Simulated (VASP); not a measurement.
Write the native input for VASP 6.6.1 that does the following.

```yaml
Task: single point
Functional: r2SCAN
Potentials_or_basis: VASP PAW PBE potentials, release 64 (Li_sv, Se, Tl_d)
Cutoff: 830 eV
k_mesh: 6 × 6 × 4
Occupations: gaussian, width 0.01 eV
Spin: no spin polarisation
Dipole_correction: no
Further_INCAR_settings: ALGO = Normal; EDIFF = 1e-06; NBANDS = 22
```

LiTlSe2:

```
Li Se Tl
1.0
     4.30614    0.00000    0.00000
     0.00000    4.30614    0.00000
     0.00000    0.00000    6.03946
Li Se Tl
1 2 1
Direct
  0.00000 0.00000 0.00000
  0.00000 0.50000 0.22921
  0.50000 0.00000 0.77079
  0.50000 0.50000 0.50000
```

These files were run (other wordings do the same):

POSCAR

```
LiTlSe2
1.0
    4.3061446238      0.0000000000      0.0000000000
    0.0000000000      4.3061446238      0.0000000000
    0.0000000000      0.0000000000      6.0394628976
Li Se Tl
1 2 1
Direct
    0.0000000000      0.0000000000      0.0000000000
    0.0000000000      0.5000000000      0.2292133975
    0.5000000000      0.0000000000      0.7707866025
    0.5000000000      0.5000000000      0.5000000000
```

INCAR.step1

```
PREC     = Accurate       # precision mode
ENCUT    = 830            # plane-wave cutoff, eV
ISMEAR   = 0              # smearing method
SIGMA    = 0.01           # smearing width, eV
LREAL    = False          # projectors in reciprocal space
LASPH    = True           # aspherical terms in the spheres
NELM     = 120            # most SCF steps
NBANDS   = 22             # bands
GGA      = PE             # functional
ALGO     = Normal         # electronic algorithm
EDIFF    = 1E-5           # SCF threshold, eV
LWAVE    = True           # write WAVECAR
LCHARG   = False          # write CHGCAR
GGA_COMPAT= False
```

INCAR.step2

```
PREC     = Accurate       # precision mode
ENCUT    = 830            # plane-wave cutoff, eV
EDIFF    = 1E-6           # SCF threshold, eV
ISMEAR   = 0              # smearing method
SIGMA    = 0.01           # smearing width, eV
LREAL    = False          # projectors in reciprocal space
LASPH    = True           # aspherical terms in the spheres
NELM     = 120            # most SCF steps
ALGO     = Normal         # electronic algorithm
ISIF     = 2              # what is computed and relaxed
LWAVE    = False          # write WAVECAR
LCHARG   = True           # write CHGCAR
METAGGA  = R2SCAN         # meta-GGA
LMIXTAU  = True         
LELF     = True           # ELF
LVHAR    = True         
NBANDS   = 22             # bands
ISTART   = 1            
GGA_COMPAT= False
```

KPOINTS

```
Automatic mesh
0
Gamma
  6 6 4
```

Potentials or basis: VASP PAW PBE potentials, release 64 (Li_sv, Se, Tl_d).

Run with:

```sh
$ cat potpaw_PBE.64/Li_sv/POTCAR potpaw_PBE.64/Se/POTCAR potpaw_PBE.64/Tl_d/POTCAR > POTCAR
$ cp INCAR.step1 INCAR
$ mpirun -np 1 vasp_std > vasp.out
$ cp INCAR.step2 INCAR
$ mpirun -np 1 vasp_std > vasp.out
```

Results of the run:

* Pressure: -1.2 GPa
* Largest force: 0.107 eV/Å
* Band gap on the k mesh: 0.65 eV

Caveat: the PAW data sets were made with another functional, which shifts forces and pressure a little; spin-orbit coupling is left out, which moves the levels of the heavy elements.

Wall time 4.3 min on 1 thread of Intel(R) Xeon(R) Platinum 8488C (Sapphire Rapids), with other jobs on the host, peak memory 0.43 GiB.
